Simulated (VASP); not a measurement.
Wanted: the native input for a VASP 6.6.1 run.

```yaml
Task: single point
Functional: PBE
Potentials_or_basis: VASP PAW PBE potentials, release 64 (B)
Cutoff: 500 eV
k_mesh: 11 × 11 × 16
Occupations: fermi-dirac, width 0.05 eV
Spin: no spin polarisation
Dipole_correction: no
Further_INCAR_settings: ALGO = Normal; EDIFF = 1e-06; NBANDS = 8
```

The structure of B lies in POSCAR:

```
B
1.0
    2.3144019239      0.0000000000      0.0000000000
    0.0000000000      2.3144019239      0.0000000000
    0.0000000000      0.0000000000      1.5643577781
B
1
Direct
    0.5000000000      0.5000000000      0.5000000000
```

These files were run (other wordings do the same):

INCAR

```
SYSTEM = B
PREC = Accurate
ENCUT = 500
EDIFF = 1E-6
ISMEAR = -1
SIGMA = 0.05
LREAL = .FALSE.
LASPH = .TRUE.
NELM = 120
ALGO = Normal
ISIF = 2
LWAVE = .FALSE.
LCHARG = .FALSE.
GGA = PE
NBANDS = 8
GGA_COMPAT = .FALSE.
```

KPOINTS

```
regular mesh
0
G
  11 11 16
  0 0 0
```

Potentials or basis: VASP PAW PBE potentials, release 64 (B).

Launch:

```console
$ cat potpaw_PBE.64/B/POTCAR > POTCAR
$ mpirun -np 1 vasp_std > vasp.out
```

Results of the run:

```yaml
Pressure: 7.0 GPa
```

It took 11 s on 1 thread of Intel Xeon 8259CL, with other jobs on the host, peak memory 0.11 GiB.
